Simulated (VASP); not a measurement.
Input of a VASP 6.6.1 run:

File INCAR:

```
SYSTEM = SiW
ALGO = Normal
EDIFF = 1E-7
ENCUT = 520
GGA = CA
ISIF = 2
ISMEAR = -1
LASPH = .TRUE.
LCHARG = .FALSE.
LREAL = .FALSE.
LWAVE = .FALSE.
NBANDS = 16
NELM = 80
PREC = Accurate
SIGMA = 0.05
```

Contents of KPOINTS:

```
k-points
0
G
  13 13 13
  0 0 0
```

File POSCAR:

```
SiW
1.0
    2.9619858604      0.0000000000      0.0000000000
    0.0000000000      2.9619858604      0.0000000000
    0.0000000000      0.0000000000      2.9619858604
W Si
1 1
Direct
    0.0000000000      0.0000000000      0.0000000000
    0.5000000000      0.5000000000      0.5000000000
```

Potentials or basis: VASP PAW LDA potentials, release 64 (W_sv, Si).

The run is started by

```sh
$ cat potpaw_LDA.64/W_sv/POTCAR potpaw_LDA.64/Si/POTCAR > POTCAR
$ mpirun -np 1 vasp_std > vasp.out
```

(1) Predict the band gap on the k mesh.

(2) What does it give for the pressure?

Answers

(1) zero (bands 9 and 10 overlap by 3.82 eV).

(2) 16.1 GPa.

Caveat: the cell stands under pressure; spin-orbit coupling is left out, which moves the levels of the heavy elements.
